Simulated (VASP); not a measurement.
La, 1 atom in the cell. Symmetry: Fm-3m, No. 225, cubic system. The conventional cell has a = 5.291 Å, b = 5.291 Å, c = 5.291 Å, α = 90.00°, β = 90.00°, γ = 90.00°. Within 4.9 Å of La (site symmetry m-3m) lie 12 La at 3.74 Å. This isn't the form of La at room conditions, which is double hcp.

* Program: VASP 6.6.1
* Task: single point
* Functional: pbe exchange, lda correlation
* Potentials or basis: VASP PAW PBE potentials, release 64 (La)
* Cutoff: 500 eV
* k mesh: 9 × 9 × 9
* Occupations: methfessel-paxton, width 0.025 eV
* Spin: collinear spin
* Starting moments: [1.0] μB
* Fixed moment: 1 μB
* Dipole correction: no
* Further INCAR settings: ALGO = Normal; EDIFF = 1e-06; NBANDS = 16

Potentials or basis: VASP PAW PBE potentials, release 64 (La).

Run with:

```sh
$ cat potpaw_PBE.64/La/POTCAR > POTCAR
$ mpirun -np 1 vasp_std > vasp.out
```

Hardware: 1 thread of Intel(R) Xeon(R) 6975P-C (Granite Rapids), on a shared host.

How long does it take, and how much memory?

Run time: 24 s on 1 thread of Intel(R) Xeon(R) 6975P-C (Granite Rapids) (shared host), peak memory 0.2 GiB. Counts: scf iterations 15, k points 35.
